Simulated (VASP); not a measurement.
Wanted: the native input for a VASP 6.6.1 run.

| Quantity | Value |
| --- | --- |
| Task | single point |
| Functional | PBEsol |
| Potentials or basis | VASP PAW PBE potentials, release 64 (Mg, O) |
| Cutoff | 520 eV |
| k mesh | 10 × 10 × 10 |
| Occupations | gaussian, width 0.02 eV |
| Spin | no spin polarisation |
| Dipole correction | no |
| Further INCAR settings | ALGO = Normal; EDIFF = 1e-06; NBANDS = 11 |

The structure of MgO lies in POSCAR:

```
MgO
1.0
    0.0000000000      2.1074622215      2.1074622215
    2.1074622215      0.0000000000      2.1074622215
    2.1074622215      2.1074622215      0.0000000000
Mg O
1 1
Direct
    0.0000000000      0.0000000000      0.0000000000
    0.5000000000      0.5000000000      0.5000000000
```

The input as run:

INCAR

```
SYSTEM = MgO
ALGO = Normal
EDIFF = 1E-6
ENCUT = 520
GGA = PS
ISIF = 2
ISMEAR = 0
LASPH = .True.
LCHARG = .True.
LELF = .True.
LREAL = .False.
LVHAR = .True.
LWAVE = .False.
NBANDS = 11
NELM = 80
PREC = Accurate
SIGMA = 0.02
```

KPOINTS

```
k-points
0
Gamma
  10 10 10
  0 0 0
```

Potentials or basis: VASP PAW PBE potentials, release 64 (Mg, O).

Command:

```bash
$ cat potpaw_PBE.64/Mg/POTCAR potpaw_PBE.64/O/POTCAR > POTCAR
$ mpirun -np 1 vasp_std > vasp.out
```

Results of the run:

The pressure is -0.6 GPa. The band gap on the k mesh is 4.61 eV.

Caveat: the PAW data sets were made with another functional, which shifts forces and pressure a little.

Wall time 5.2 s on 1 thread of Intel(R) Xeon(R) Platinum 8488C (Sapphire Rapids), with other jobs on the host, peak memory 0.14 GiB.
